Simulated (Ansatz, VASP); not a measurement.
# Ga2O3 in VASP and in Ansatz

File INCAR:

```
SYSTEM = Ga2O3
PREC = Accurate
ENCUT = 520
EDIFF = 1E-6
ISMEAR = -1
SIGMA = 0.05
LREAL = .FALSE.
LASPH = .TRUE.
NELM = 80
ALGO = Normal
ISIF = 2
LWAVE = .FALSE.
LCHARG = .FALSE.
GGA = PE
IVDW = 12
NBANDS = 55
```

The input KPOINTS:

```
regular mesh
0
G
  9 9 5
  0 0 0
```

The input POSCAR:

```
Ga2O3
1.0
    6.0660121878     -1.5083580822      0.0000000000
    6.0660121878      1.5083580822      0.0000000000
   -1.3766866767      0.0000000000      5.5922223059
Ga O
4 6
Direct
    0.3413400000      0.3413400000      0.6859800000
    0.6586600000      0.6586600000      0.3140200000
    0.9095000000      0.9095000000      0.2054000000
    0.0905000000      0.0905000000      0.7946000000
    0.5041000000      0.5041000000      0.7434000000
    0.4959000000      0.4959000000      0.2566000000
    0.8267000000      0.8267000000      0.4368000000
    0.1733000000      0.1733000000      0.5632000000
    0.8355000000      0.8355000000      0.8902000000
    0.1645000000      0.1645000000      0.1098000000
```

File input.yaml:

```yaml
crystal:
  lattice:
    - [6.0660121878, -1.5083580822, 0.0]
    - [6.0660121878, 1.5083580822, 0.0]
    - [-1.3766866767, 0.0, 5.5922223059]
  atoms:
    - { symbol: Ga, position: [0.34134, 0.34134, 0.68598] }
    - { symbol: Ga, position: [0.65866, 0.65866, 0.31402] }
    - { symbol: Ga, position: [0.9095, 0.9095, 0.2054] }
    - { symbol: Ga, position: [0.0905, 0.0905, 0.7946] }
    - { symbol: O, position: [0.5041, 0.5041, 0.7434] }
    - { symbol: O, position: [0.4959, 0.4959, 0.2566] }
    - { symbol: O, position: [0.8267, 0.8267, 0.4368] }
    - { symbol: O, position: [0.1733, 0.1733, 0.5632] }
    - { symbol: O, position: [0.8355, 0.8355, 0.8902] }
    - { symbol: O, position: [0.1645, 0.1645, 0.1098] }
hamiltonian:
  xc: pbe
  pseudopotentials: { kind: paw }
  dispersion: d3bj
kpoints:
  mp_grid: { grid: [9, 9, 5] }
scf:
  occupations: { method: fermi_dirac, width: 0.05 }
output:
  forces: true
  stress: true
  eigenvalues: true
  write_density: true
  write_potential: true
  elf: true
  volumetric_format: npy
```

Alike in both runs: task single point; functional PBE; dispersion D3(BJ); k mesh 9 × 9 × 5; occupations fermi-dirac, width 0.05 eV; no spin polarisation.

|  | VASP | Ansatz |
| --- | --- | --- |
| version | VASP 6.6.1 | Ansatz 0.2.0 |
| potentials or method | VASP PAW PBE potentials, release 64 (Ga_d, O) | Ansatz PAW |
| plane-wave cutoff (eV) | 520 | 420 |
| valence electrons in the cell | 88 | 88 |

```tsv
	VASP	Ansatz	Ansatz less VASP
gap on the k mesh at the Fermi level (eV)	2.61	2.62	+0.014
least direct gap on the mesh (eV)	2.63	2.64	+0.012
pressure (GPa)	11.6	11.0	-0.58
traceless stress, the component that is largest in VASP (GPa)	1.10	0.99	-0.106
rms of the force components (eV/Å)	0.130	0.126	-0.0037
```

Atom by atom the forces differ by 0.011 eV/Å (rms over components).

Noted on Ansatz's run: odd divisions of the mesh miss points on the zone boundary, where band edges often lie, so the gap on the mesh can be too wide.
